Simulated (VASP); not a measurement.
BP, 2 atoms in the cell. It takes space group F-43m (No. 216, cubic). The conventional cell has a = 4.338 Å, b = 4.338 Å, c = 4.338 Å, α = 90.00°, β = 90.00°, γ = 90.00°. Within 2.5 Å of B (site symmetry -43m) lie 4 P at 1.88 Å. Within 2.5 Å of P (site symmetry -43m) lie 4 B at 1.88 Å. 

* Program: VASP 6.6.1
* Task: relaxation of cell and atoms
* Functional: PBE
* Potentials or basis: VASP PAW PBE potentials, release 64 (B, P)
* Cutoff: 500 eV
* k mesh: 12 × 12 × 12
* Occupations: gaussian, width 0.01 eV
* Spin: no spin polarisation
* Target pressure: 30 GPa
* Dipole correction: no
* Further INCAR settings: ALGO = Normal; EDIFF = 1e-07; IBRION = 2; EDIFFG = -0.001; NSW = 80; ISIF = 3

Potentials or basis: VASP PAW PBE potentials, release 64 (B, P).

Command:

```sh
$ cat potpaw_PBE.64/B/POTCAR potpaw_PBE.64/P/POTCAR > POTCAR
$ mpirun -np 1 vasp_std > vasp.out
```

Hardware: 1 thread of Intel(R) Xeon(R) Platinum 8488C (Sapphire Rapids), with other jobs on the host.

Estimate the wall time of this run.

It took 12 s on 1 thread of Intel(R) Xeon(R) Platinum 8488C (Sapphire Rapids) (shared host), peak memory 0.13 GiB. Counts: scf iterations 26, k points 72, ion steps 3.
